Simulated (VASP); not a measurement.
## V: relaxation of cell and atoms with PBEsol

The system is V.

```
V
1.0
     2.35030    0.00000    0.00000
    -1.17515    2.03542    0.00000
     0.00000    0.00000    3.80749
V
2
Cartesian
  0.0000 1.3569 0.9519
  1.1752 0.6785 2.8556
```

```
Program                : VASP 6.6.1
Task                   : relaxation of cell and atoms
Functional             : PBEsol
Potentials or basis    : VASP PAW PBE potentials, release 64 (V_sv)
Cutoff                 : 600 eV
k mesh                 : 19 × 19 × 10
Occupations            : fermi-dirac, width 0.05 eV
Spin                   : no spin polarisation
Target pressure        : 130 GPa
Dipole correction      : no
Further INCAR settings : ALGO = Normal; EDIFF = 1e-06; IBRION = 2; EDIFFG = -0.005; NSW = 60; ISIF = 3
```

The relaxed volume is 9.30 Å³/atom and the relaxed cell is a = 2.276 Å, b = 2.276 Å, c = 4.148 Å, α = 90.00°, β = 90.00°, γ = 120.00°. The space group after relaxing (to 0.05 Å) is P6_3/mmc (No. 194), the energy change on relaxing (the enthalpy is what falls) is -239.2 meV/atom and the ionic steps are 16. The pressure after relaxing is 130.0 GPa. The band gap on the k mesh is zero (band 13 reaches 17.90 eV, above the bottom of band 14 at 14.36 eV).

Step by step:
| step | energy change (eV) | largest force (eV/Å) | pressure (GPa) | volume (Å³) |
| --- | --- | --- | --- | --- |
| 1 | 0.0000 | 0.0000 | 144.58 | 18.21 |
| 2 | -1.6247 | 0.0000 | 81.67 | 20.47 |
| 3 | -0.5269 | 0.0000 | 124.90 | 18.82 |
| 4 | -0.6452 | 0.0000 | 122.64 | 18.87 |
| 5 | -0.3450 | 0.0000 | 126.14 | 18.77 |
| 6 | -0.6832 | 0.0000 | 121.86 | 18.88 |
| 7 | -0.6863 | 0.0000 | 121.78 | 18.87 |
| 8 | 0.4696 | 0.0000 | 166.04 | 17.59 |
| 9 | -0.4952 | 0.0000 | 129.28 | 18.63 |
| 10 | -0.4888 | 0.0000 | 129.40 | 18.62 |
| 11 | -0.4825 | 0.0000 | 129.65 | 18.61 |
| 12 | -0.4683 | 0.0000 | 130.36 | 18.60 |
| 13 | -0.4714 | 0.0000 | 130.22 | 18.60 |
| 14 | -0.4712 | 0.0000 | 130.27 | 18.60 |
| 15 | -0.4983 | 0.0000 | 129.08 | 18.63 |
| 16 | -0.4785 | 0.0000 | 130.04 | 18.61 |

Final structure:
```
V
1.0
     2.27595    0.00000    0.00000
    -1.13798    1.97103    0.00000
     0.00000    0.00000    4.14827
V
2
Direct
  0.33333 0.66667 0.25000
  0.66667 0.33333 0.75000
```

Levels at points of the mesh, in eV from the Fermi level:
| k point | band 11 | band 12 | band 13 | band 14 | band 15 | band 16 |
| --- | --- | --- | --- | --- | --- | --- |
| (0.00, 0.00, 0.00) | -1.38 | 0.15 | 0.15 | 0.70 | 0.70 | 1.09 |
| (0.00, 0.00, 0.50) | -1.72 | -1.72 | 0.22 | 0.22 | 0.22 | 0.22 |

It took 11 min on 1 thread of AMD EPYC 7R43 64-Core Processor (Zen 3) (shared host), peak memory 0.16 GiB.

Caveat: the cell is relaxed towards a set pressure, so the enthalpy falls and the energy may rise; the PAW data sets were made with another functional, which shifts forces and pressure a little.
